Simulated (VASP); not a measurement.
# SiO2 (P4_12_12) in VASP: relaxation of the atoms with PBE

Aim: the relaxation of the atoms of SiO2 with PBE.

All numbers are computed with VASP 6.6.1; they aren't measurements. Logs are shortened: lines on timing, memory, paths and dates and some standing lists are left out, and cuts for length are marked.

## 1. The cell of the first run

The structure is tetragonal, space group P4_12_12 (No. 92). The conventional cell has a = 4.964 Å, b = 4.964 Å, c = 6.920 Å, α = 90.00°, β = 90.00°, γ = 90.00°. Si (site symmetry 2) has 4 O at 1.59 Å within 2.1 Å. Within 2.1 Å of O (site symmetry 1) lie 2 Si at 1.59 Å.

## 2. Relaxation of the atoms, PBE

The input, INCAR:

```
  ALGO = Normal
  EDIFF = 1E-7
  EDIFFG = -0.02
  ENCUT = 520
  GGA = PE
  IBRION = 2
  ISIF = 2
  ISMEAR = -1
  LASPH = T
  LCHARG = F
  LREAL = F
  LWAVE = F
  NELM = 100
  NSW = 80
  PREC = Accurate
  SIGMA = 0.02
```

The input, KPOINTS:

```
k-points
0
Gamma
  5 5 4
```

The input, POSCAR:

```
SiO2
1.0
    4.9640000000      0.0000000000      0.0000000000
    0.0000000000      4.9640000000      0.0000000000
    0.0000000000      0.0000000000      6.9200000000
Si O
4 8
Direct
    0.3000000000      0.3000000000      0.0000000000
    0.2000000000      0.8000000000      0.2500000000
    0.7000000000      0.7000000000      0.5000000000
    0.8000000000      0.2000000000      0.7500000000
    0.2450000000      0.1000000000      0.1750000000
    0.4000000000      0.7450000000      0.4250000000
    0.7550000000      0.9000000000      0.6750000000
    0.6000000000      0.2550000000      0.9250000000
    0.7450000000      0.4000000000      0.5750000000
    0.9000000000      0.7550000000      0.3250000000
    0.2550000000      0.6000000000      0.0750000000
    0.1000000000      0.2450000000      0.8250000000
```

Potentials or basis: VASP PAW PBE potentials, release 64 (Si, O).

Run with:

```sh
$ cat potpaw_PBE.64/Si/POTCAR potpaw_PBE.64/O/POTCAR > POTCAR
$ mpirun -np 1 vasp_std > vasp.out
```

OUTCAR:

```text
EDIFF = 1E-7
   EDIFFG = -0.02
   ENCUT = 520
   GGA = PE
   IBRION = 2
   ISIF = 2
   ISMEAR = -1
   LASPH = T
   LREAL = F
   NELM = 100
   NSW = 80
   PREC = Accurate

 ion  position               nearest neighbor table
   1  0.300  0.300  0.000-   5 1.59  12 1.59  11 1.59   8 1.59   2 3.07   4 3.07   2 3.07   4 3.07

   2  0.200  0.800  0.250-   6 1.59  11 1.59  10 1.59   5 1.59   1 3.07   3 3.07   1 3.07   3 3.07

   3  0.700  0.700  0.500-   7 1.59  10 1.59   9 1.59   6 1.59   2 3.07   4 3.07   4 3.07   2 3.07

   4  0.800  0.200  0.750-   8 1.59   9 1.59   7 1.59  12 1.59   1 3.07   3 3.07   3 3.07   1 3.07

   5  0.245  0.100  0.175-   1 1.59   2 1.59
   6  0.400  0.745  0.425-   2 1.59   3 1.59
   7  0.755  0.900  0.675-   3 1.59   4 1.59
   8  0.600  0.255  0.925-   4 1.59   1 1.59
   9  0.745  0.400  0.575-   4 1.59   3 1.59
  10  0.900  0.755  0.325-   3 1.59   2 1.59
  11  0.255  0.600  0.075-   2 1.59   1 1.59
  12  0.100  0.245  0.825-   1 1.59   4 1.59

  LATTYP: Found a simple tetragonal cell.
 ALAT       =     4.9640000000
 C/A-ratio  =     1.3940370669

  Lattice vectors:

 A1 = (   4.9640000000,   0.0000000000,   0.0000000000)
 A2 = (   0.0000000000,   4.9640000000,   0.0000000000)
 A3 = (   0.0000000000,   0.0000000000,   6.9200000000)

Analysis of symmetry for initial positions (statically):
=====================================================================
 Subroutine PRICEL returns:
 Original cell was already a primitive cell.

 Routine SETGRP: Setting up the symmetry group for a
 simple tetragonal supercell.

 Subroutine GETGRP returns: Found  8 space group operations
 (whereof  2 operations were pure point group operations)
 out of a pool of 16 trial point group operations.

The static configuration has the point symmetry C_2 .
 The point group associated with its full space group is D_4 .

Analysis of symmetry for dynamics (positions and initial velocities):
=====================================================================
 Subroutine PRICEL returns:
 Original cell was already a primitive cell.

 Routine SETGRP: Setting up the symmetry group for a
 simple tetragonal supercell.

 Subroutine GETGRP returns: Found  8 space group operations
 (whereof  2 operations were pure point group operations)
 out of a pool of 16 trial point group operations.

The dynamic configuration has the point symmetry C_2 .
 The point group associated with its full space group is D_4 .

 Subroutine INISYM returns: Found  8 space group operations
 (whereof  2 operations are pure point group operations),
 and found     1 'primitive' translations

----------------------------------------------------------------------------------------

                                     Primitive cell

  volume of cell :     170.5178

  direct lattice vectors                    reciprocal lattice vectors
     4.964000000  0.000000000  0.000000000     0.201450443  0.000000000  0.000000000
     0.000000000  4.964000000  0.000000000     0.000000000  0.201450443  0.000000000
     0.000000000  0.000000000  6.920000000     0.000000000  0.000000000  0.144508671

  length of vectors
     4.964000000  4.964000000  6.920000000     0.201450443  0.201450443  0.144508671

  position of ions in fractional coordinates (direct lattice)
     0.300000000  0.300000000  0.000000000
     0.200000000  0.800000000  0.250000000
     0.700000000  0.700000000  0.500000000
     0.800000000  0.200000000  0.750000000
     0.245000000  0.100000000  0.175000000
     0.400000000  0.745000000  0.425000000
     0.755000000  0.900000000  0.675000000
     0.600000000  0.255000000  0.925000000
     0.745000000  0.400000000  0.575000000
     0.900000000  0.755000000  0.325000000
     0.255000000  0.600000000  0.075000000
     0.100000000  0.245000000  0.825000000

  ion indices of the primitive-cell ions
   primitive index   ion index
                 1           1
                 2           2
                 3           3
                 4           4
                 5           5
                 6           6
                 7           7
                 8           8
                 9           9
                10          10
                11          11
                12          12

----------------------------------------------------------------------------------------

 KPOINTS: k-points

Automatic generation of k-mesh.
 Grid dimensions read from file:
 generate k-points for:    5    5    4

 Generating k-lattice:

  Cartesian coordinates                     Fractional coordinates (reciprocal lattice)
     0.040290089  0.000000000  0.000000000     0.200000000  0.000000000  0.000000000
     0.000000000  0.040290089  0.000000000     0.000000000  0.200000000  0.000000000
     0.000000000  0.000000000  0.036127168     0.000000000  0.000000000  0.250000000

  Length of vectors
     0.040290089  0.040290089  0.036127168

  Shift w.r.t. Gamma in fractional coordinates (k-lattice)
     0.000000000  0.000000000  0.000000000

 Subroutine IBZKPT returns following result:
 ===========================================

 Found     18 irreducible k-points:

 Following reciprocal coordinates:
            Coordinates               Weight
  0.000000  0.000000  0.000000      1.000000
  0.200000  0.000000  0.000000      4.000000
  0.400000  0.000000  0.000000      4.000000
  0.200000  0.200000  0.000000      4.000000
  0.400000  0.200000  0.000000      8.000000
  0.400000  0.400000  0.000000      4.000000
[... 10 lines left out ...]
  0.400000  0.200000  0.500000      8.000000
  0.400000  0.400000  0.500000      4.000000
   k-points           NKPTS =     18   k-points in BZ     NKDIM =     18   number of bands    NBANDS=     39
   number of dos      NEDOS =    301   number of ions     NIONS =     12
   total plane-waves  NPLWV =  86400
   dimension x,y,z NGX =    40 NGY =   40 NGZ =   54
   dimension x,y,z NGXF=    80 NGYF=   80 NGZF=  108
   ions per type =               4   8
   NGX,Y,Z   is equivalent  to a cutoff of  13.40, 13.40, 12.97 a.u.
   NGXF,Y,Z  is equivalent  to a cutoff of  26.79, 26.79, 25.95 a.u.
 SYSTEM =  unknown system
   PREC   = accura    normal or accurate (medium, high low for compatibility)
   ISTART =      0    job   : 0-new  1-cont  2-samecut
   ICHARG =      2    charge: 1-file 2-atom 10-const
   ISPIN  =      1    spin polarized calculation?
   LNONCOLLINEAR =      F non collinear calculations
   LSORBIT =      F    spin-orbit coupling
   LASPH  =      T    aspherical Exc in radial PAW
   ENCUT  =  520.0 eV  38.22 Ry    6.18 a.u.   9.23  9.23 12.87*2*pi/ulx,y,z
   NELM   =    100;   NELMIN=  2; NELMDL= -5     # of ELM steps
   EDIFF  = 0.1E-06   stopping-criterion for ELM
   LREAL  =      F    real-space projection
   EDIFFG = -.2E-01   stopping-criterion for IOM
   NSW    =     80    number of steps for IOM
   IBRION =      2    ionic relax: 0-MD 1-quasi-New 2-CG
   NFREE  =      1    steps in history (QN), initial steepest desc. (CG)
   ISIF   =      2    stress and relaxation
   ISYM   =      2    0-nonsym 1-usesym 2-fastsym
   POTIM  = 0.5000    time-step for ionic-motion
   TEBEG  =    0.0;   TEEND  =   0.0 temperature during run
   PSTRESS=    0.0 pullay stress
   NELECT =      64.0000    total number of electrons
   NUPDOWN=      -1.0000    fix difference up-down
   EMIN   =  10.00;   EMAX   =-10.00  energy-range for DOS
   EFERMI =   0.00;   METHOD = LEGACY
   ISMEAR =    -1;   SIGMA  =   0.02  broadening in eV -4-tet -1-fermi 0-gaus
   EFERMI_NEDOS =   21; number of points for ismear=-14 and -15
   IALGO  =     38    algorithm
   IMIX   =      4    mixing-type and parameters
     AMIX     =   0.40;   BMIX     =  1.00
     AMIX_MAG =   1.60;   BMIX_MAG =  1.00
  volume/ion in A,a.u.               =      14.21        95.89
  Fermi-wavevector in a.u.,A,eV,Ry     =   1.180896  2.231570 18.973530  1.394515
  Thomas-Fermi vector in A             =   2.317180
   LORBIT       =      0    0 simple, 1 ext, 2 COOP (PROOUT), +10 PAW based schemes
   GGA     = PE    functional components
   LHFCALC =     F    Hartree Fock is set to
   AEXX    =    0.0000 exact exchange contribution
   IVDW    =     0    specifies the selected vdW correction
   LEPSILON=     F    determine dielectric tensor
   LRPA    =     F    only Hartree local field effects (RPA)
 conjugate gradient relaxation of ions
 non-spin polarized calculation
  energy-cutoff  :      520.00
  volume of cell :      170.52
 maximum number of plane-waves:      4614
 NGX is ok and might be reduce to    40
   NGX = 19   NGY = 19   NGZ = 25

--------------------------------------- Ionic step        1  -------------------------------------------

 number of electron      64.0000019 magnetization

 Free energy of the ion-electron system (eV)
  ---------------------------------------------------
  ext. energy  EPLUGINS =         0.00000000
  ---------------------------------------------------
  free energy    TOTEN  =       -94.51782398 eV

  energy without entropy =      -94.51782398  energy(sigma->0) =      -94.51782398

------------------------ aborting loop because EDIFF is reached ----------------------------------------

  FORCE on cell =-STRESS in cart. coord.  units (eV):
  Direction    XX          YY          ZZ          XY          YZ          ZX
  --------------------------------------------------------------------------------------
  -------------------------------------------------------------------------------------
  Total       11.6286043     11.6286043     13.3000981     -0.0000000      0.0000000      0.0000000
  in kB      109.2618459    109.2618459    124.9671269     -0.0000000      0.0000000      0.0000000
  external PRESSURE =     114.4969396 kB  Pullay stress =       0.0000000 kB
[... 119 lines left out ...]
  FREE ENERGIE OF THE ION-ELECTRON SYSTEM (eV)
  ---------------------------------------------------
  free  energy   TOTEN  =       -94.6716959689 eV

  energy  without entropy=      -94.6716959689  energy(sigma->0) =      -94.67169597

[... ionic steps 4 to 22 ...]

--------------------------------------- Ionic step       23  -------------------------------------------

 number of electron      64.0000022 magnetization

------------------------ aborting loop because EDIFF is reached ----------------------------------------

  FORCE on cell =-STRESS in cart. coord.  units (eV):
  Direction    XX          YY          ZZ          XY          YZ          ZX
  --------------------------------------------------------------------------------------
  -------------------------------------------------------------------------------------
  Total        1.4149302      1.4149302      0.8469539      0.0000000      0.0000000     -0.0000000
  in kB       13.2946208     13.2946208      7.9579410      0.0000000      0.0000000     -0.0000000
  external PRESSURE =      11.5157276 kB  Pullay stress =       0.0000000 kB
[... 77 lines left out ...]
  energy  without entropy=      -94.8810884475  energy(sigma->0) =      -94.88108845

--------------------------------------- Ionic step       25  -------------------------------------------

 number of electron      64.0000022 magnetization

 Free energy of the ion-electron system (eV)
  ---------------------------------------------------
  ext. energy  EPLUGINS =         0.00000000
  ---------------------------------------------------
  free energy    TOTEN  =       -94.88118745 eV

  energy without entropy =      -94.88118745  energy(sigma->0) =      -94.88118745

 E-fermi :   0.6610     XC(G=0):  -8.5170

 val. band max:        0.1805154706   @ k =   0.0000   0.0000   0.0000
 cond. band min:       5.8023831784   @ k =   0.0000   0.0000   0.0000
 fundamental gap:      5.6218677078
 Fermi energy:         0.6609542582

 k-point     1 :       0.0000    0.0000    0.0000
  band No.  band energies     occupation
      1     -19.1692      2.00000
      2     -18.2813      2.00000
      3     -18.2813      2.00000
      4     -17.1602      2.00000
      5     -17.0860      2.00000
      6     -17.0834      2.00000
[... 784 lines left out ...]
  FREE ENERGIE OF THE ION-ELECTRON SYSTEM (eV)
  ---------------------------------------------------
  free  energy   TOTEN  =       -94.8811874516 eV

  energy  without entropy=      -94.8811874516  energy(sigma->0) =      -94.88118745

 reached required accuracy - stopping structural energy minimisation
```

Run time: 54 min. Hardware: 1 thread of Oxide Virtual Turin-like, shared host; peak memory 0.3 GiB.

What came out:

```yaml
Free_energy: -94.8812 eV
Energy_gained_by_relaxing: 30.3 meV/atom
Ionic_steps: 25
Pressure_after_relaxing: 1.2 GPa
Largest_force_after_relaxing: 0.013 eV/Å
Band_gap_on_the_k_mesh: 5.62 eV
```

Forces in eV/Å, atoms in the order of the input:
```
Si  -0.009 -0.009  0.000
Si   0.009 -0.009  0.000
Si   0.009  0.009  0.000
Si  -0.009  0.009  0.000
O    0.004 -0.006 -0.008
O    0.006  0.004 -0.008
O   -0.004  0.006 -0.008
O   -0.006 -0.004 -0.008
O    0.004  0.006  0.008
O    0.006 -0.004  0.008
O   -0.004 -0.006  0.008
O   -0.006  0.004  0.008
```

Step by step:
```
step  energy change (eV)  largest force (eV/Å)  pressure (GPa)
   1              0.0000                0.8088           11.45
   2             -0.1483                0.8861            8.64
   3             -0.1539                1.0588            8.00
   4             -0.2214                0.8164            6.79
   5             -0.2937                0.2680            3.76
   6             -0.3007                0.2654            3.81
   7             -0.3153                0.3637            3.96
   8             -0.3156                0.5656            4.28
   9             -0.3203                0.4649            4.12
  10             -0.3260                0.3729            4.10
  11             -0.3365                0.1717            4.04
  12             -0.3267                0.4599            3.95
  13             -0.3379                0.1988            4.02
  14             -0.3406                0.1866            3.88
  15             -0.3478                0.1564            3.45
  16             -0.3570                0.1350            2.60
  17             -0.3555                0.2392            0.91
  18             -0.3597                0.1662            1.85
  19             -0.3603                0.2212            1.28
  20             -0.3618                0.0913            1.54
  21             -0.3629                0.0449            1.35
  22             -0.3632                0.0264            1.17
  23             -0.3633                0.0365            1.15
  24             -0.3633                0.0263            1.15
  25             -0.3634                0.0126            1.18
```

Final structure:
```cif
data_structure
_symmetry_space_group_name_H-M 'P 1'
_symmetry_Int_Tables_number 1
_cell_length_a 4.9640
_cell_length_b 4.9640
_cell_length_c 6.9200
_cell_angle_alpha 90.000
_cell_angle_beta 90.000
_cell_angle_gamma 90.000
_cell_volume 170.52
loop_
_atom_site_label
_atom_site_type_symbol
_atom_site_fract_x
_atom_site_fract_y
_atom_site_fract_z
_atom_site_occupancy
Si1 Si 0.30675 0.30675 0.00000 1
Si2 Si 0.19325 0.80675 0.25000 1
Si3 Si 0.69325 0.69325 0.50000 1
Si4 Si 0.80675 0.19325 0.75000 1
O1 O 0.23623 0.11883 0.18588 1
O2 O 0.38117 0.73623 0.43588 1
O3 O 0.76377 0.88117 0.68588 1
O4 O 0.61883 0.26377 0.93588 1
O5 O 0.73623 0.38117 0.56412 1
O6 O 0.88117 0.76377 0.31412 1
O7 O 0.26377 0.61883 0.06412 1
O8 O 0.11883 0.23623 0.81412 1
```
